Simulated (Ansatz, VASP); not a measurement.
One calculation of Te, two programs

```
CELL_PARAMETERS angstrom
4.54136 0.00000 0.00000
-2.27068 3.93293 0.00000
0.00000 0.00000 6.04019
ATOMIC_POSITIONS crystal
Te 0.73100 0.73100 0.00000
Te 0.00000 0.26900 0.66667
Te 0.26900 0.00000 0.33333
```

Alike in both runs: task single point; functional r2SCAN; k mesh 7 × 7 × 5; occupations fermi-dirac, width 0.05 eV; no spin polarisation.

```csv
,VASP,Ansatz
version,VASP 6.6.1,Ansatz 0.2.0
potentials or method,"VASP PAW PBE potentials, release 64 (Te)",Ansatz PAW
plane-wave cutoff (eV),520,500
valence electrons in the cell,18,48
```

Ansatz gave:

| Quantity | Value |
| --- | --- |
| gap on the k mesh at the Fermi level (eV) | 0.80 |
| least direct gap on the mesh (eV) | 0.91 |
| pressure (GPa) | -1.8 |
| traceless stress, the component that is largest in VASP (GPa) | -0.73 |
| rms of the force components (eV/Å) | 0.215 |

**Question.** Estimate VASP's values.

**Answer.** gap on the k mesh at the Fermi level (eV): 0.79; least direct gap on the mesh (eV): 0.89; pressure (GPa): -1.8; traceless stress, the component that is largest in VASP (GPa): -0.71; rms of the force components (eV/Å): 0.204.

VASP's potentials were made for PBE, not for r2SCAN. Atom by atom the forces differ by 0.012 eV/Å (rms over components). The functional is the same, so the differences come from potentials, cutoffs and numerics. VASP's potentials hold 18 valence electrons a cell and Ansatz's 48, so a difference there can come from the potentials and not from the codes.

Neither program's run includes spin-orbit coupling. Noted on Ansatz's run: odd divisions of the mesh miss points on the zone boundary, where band edges often lie, so the gap on the mesh can be too wide.
